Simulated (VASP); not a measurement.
A run of VASP 6.6.1 is set up as follows.

INCAR

```
SYSTEM = Ti
PREC = Accurate
ENCUT = 520
EDIFF = 1E-7
ISMEAR = 1
SIGMA = 0.1
LREAL = .False.
LASPH = .True.
NELM = 80
ALGO = Normal
ISIF = 2
LWAVE = .False.
LCHARG = .True.
GGA = B5
ALDAX = 1.0
AGGAX = 1.0
AGGAC = 1.0
ALDAC = 0.0
IVDW = 12
VDW_S6 = 1.0
VDW_S8 = 2.6996
VDW_A1 = 0.4298
VDW_A2 = 4.2359
LELF = .True.
LVHAR = .True.
NBANDS = 25
```

Contents of KPOINTS:

```
Automatic mesh
0
Gamma
  7 7 10
  0 0 0
```

Contents of POSCAR:

```
Ti
1.0
    4.4048807148      0.0000000000      0.0000000000
   -2.2024403574      3.8147385997      0.0000000000
    0.0000000000      0.0000000000      2.7436586602
Ti
3
Direct
    0.0000000000      0.0000000000      0.0000000000
    0.3333333333      0.6666666667      0.5000000000
    0.6666666667      0.3333333333      0.5000000000
```

Potentials or basis: VASP PAW PBE potentials, release 64 (Ti_sv).

Command:

```bash
$ cat potpaw_PBE.64/Ti_sv/POTCAR > POTCAR
$ mpirun -np 1 vasp_std > vasp.out
```

**Question.** Estimate the pressure.

**Answer.** -0.2 GPa.

**Question.** What does it give for the dispersion energy per atom?

**Answer.** -1.617 eV.

**Question.** Estimate the band gap on the k mesh.

**Answer.** Zero (bands 18 and 19 overlap by 0.35 eV).

Stress tensor (GPa, compression positive):
```
-0.21  0.00  0.00
 0.00 -0.21  0.00
 0.00  0.00 -0.06
```

Caveat: the dispersion term is far too large for a dense solid, which distorts pressure and volume; the PAW data sets were made with another functional, which shifts forces and pressure a little.
